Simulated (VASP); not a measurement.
Crystal: Se.

```
CELL_PARAMETERS angstrom
3.33243 0.00000 0.00000
-1.66622 2.88597 0.00000
0.00000 0.00000 5.25319
ATOMIC_POSITIONS crystal
Se 0.66667 0.33333 0.72496
Se 0.66667 0.33333 0.27504
Se 0.00000 0.00000 0.00000
```

* Program: VASP 6.6.1
* Task: relaxation of cell and atoms
* Functional: PBE
* Potentials or basis: VASP PAW PBE potentials, release 64 (Se)
* Cutoff: 600 eV
* k mesh: 6 × 6 × 4
* Occupations: gaussian, width 0.1 eV
* Spin: no spin polarisation

At the start: pressure 58.7 GPa; volume 16.84 Å³/atom.

How do energy, volume and symmetry change on relaxing?

Over 12 steps the energy falls by 1226.3 meV/atom and the volume is 25.67 Å³/atom (+52.4 %); space group P-6m2 (No. 187, to 0.05 Å).

The path:
```csv
step,energy change (eV),largest force (eV/Å),pressure (GPa),volume (Å³)
1,0.0000,4.1110,58.69,50.52
2,-1.8808,0.7689,-9.19,109.78
3,-3.6111,0.3480,-1.57,75.53
4,-3.6197,0.3674,-0.71,74.43
5,-3.6216,0.3900,0.08,73.50
6,-3.6520,0.2716,0.80,73.68
7,-3.6628,0.0407,1.65,73.83
8,-3.6774,0.0639,0.32,76.34
9,-3.6778,0.0824,0.08,76.86
10,-3.6784,0.0450,-0.01,76.97
11,-3.6787,0.0049,-0.14,77.12
12,-3.6790,0.0073,0.06,77.00
```

Final structure:
```yaml
crystal:
  lattice:
    - [3.83115, 0.00000, 0.00000]
    - [-1.91558, 3.31787, 0.00000]
    - [0.00000, 0.00000, 6.05735]
  atoms:
    - { symbol: Se, position: [0.66667, 0.33333, 0.69629] }
    - { symbol: Se, position: [0.66667, 0.33333, 0.30371] }
    - { symbol: Se, position: [0.00000, 0.00000, 0.00000] }
```

Caveat: the k points lie up to 0.32 Å⁻¹ apart in the final cell; the volume moved by over 15 % at a fixed basis, so the end points are rough.
